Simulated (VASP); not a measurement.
A run of VASP 6.6.1 is set up as follows.

The input POSCAR:

```
Mo
1.0
   -1.5710000000      1.6181300000      1.5710000000
    1.5710000000     -1.6181300000      1.5710000000
    1.5710000000      1.6181300000     -1.5710000000
Mo
1
Direct
    0.0000000000      0.0000000000      0.0000000000
```

File INCAR.step1:

```
SYSTEM = Mo
ALGO = Normal ; EDIFF = 1E-4
ENCUT = 520 ; GGA = PE
ISMEAR = 0 ; LASPH = .TRUE.
LCHARG = .FALSE. ; LREAL = .FALSE.
LWAVE = .TRUE. ; NBANDS = 13
NELM = 80 ; PREC = Accurate
SIGMA = 0.15
```

The input INCAR.step2:

```
SYSTEM = Mo
ALGO = Normal ; EDIFF = 1E-7
ENCUT = 520 ; ISIF = 2
ISMEAR = 0 ; ISTART = 1
LASPH = .TRUE. ; LCHARG = .FALSE.
LMIXTAU = .TRUE. ; LREAL = .FALSE.
LWAVE = .FALSE. ; METAGGA = R2SCAN
NBANDS = 13 ; NELM = 80
PREC = Accurate ; SIGMA = 0.15
```

The input KPOINTS:

```
k-points
0
G
  22 22 22
  0 0 0
```

Potentials or basis: VASP PAW PBE potentials, release 64 (Mo_sv).

The run is started by

```bash
$ cat potpaw_PBE.64/Mo_sv/POTCAR > POTCAR
$ cp INCAR.step1 INCAR
$ mpirun -np 1 vasp_std > vasp.out
$ cp INCAR.step2 INCAR
$ mpirun -np 1 vasp_std > vasp.out
```

(1) What does it give for the band gap on the k mesh?

(2) What does it give for the pressure?

Answers

(1) zero (band 7 reaches 16.16 eV, above the bottom of band 8 at 11.03 eV).

(2) -4.3 GPa.

Caveat: the cell differs from its parent crystal (strain +0.0300 x Voigt [0, 1, 0, 0, 0, 0]); the PAW data sets were made with another functional, which shifts forces and pressure a little.
